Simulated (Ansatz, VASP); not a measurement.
## BN: VASP beside Ansatz

```
B N
1.0
     0.00000    1.81300    1.81300
     1.81300    0.00000    1.81300
     1.81300    1.81300    0.00000
B N
1 1
Direct
  0.00000 0.00000 0.00000
  0.75000 0.75000 0.75000
```

Alike in both runs: task relaxation of cell and atoms; functional r2SCAN; k mesh 12 × 12 × 12; occupations gaussian, width 0.02 eV; no spin polarisation.

|  | VASP | Ansatz |
| --- | --- | --- |
| version | VASP 6.6.1 | Ansatz 0.2.0 |
| potentials or method | VASP PAW PBE potentials, release 64 (B, N), cutoff 600 eV | scalar-relativistic, plane waves, PAW |
| valence electrons in the cell | 8 | 8 |

VASP gave:

| Item | Value |
| --- | --- |
| gap on the k mesh at the Fermi level, each at its own relaxed structure (eV) | 4.98 |
| relaxed volume (Å³/atom) | 5.90 |
| relaxed cell length with the largest relative difference (Å) | 2.555 |

Task: What did Ansatz give for the same quantities?

Result: gap on the k mesh at the Fermi level, each at its own relaxed structure (eV): 5.00; relaxed volume (Å³/atom): 5.88; relaxed cell length with the largest relative difference (Å): 2.552.

VASP's potentials were made for PBE, not for r2SCAN.
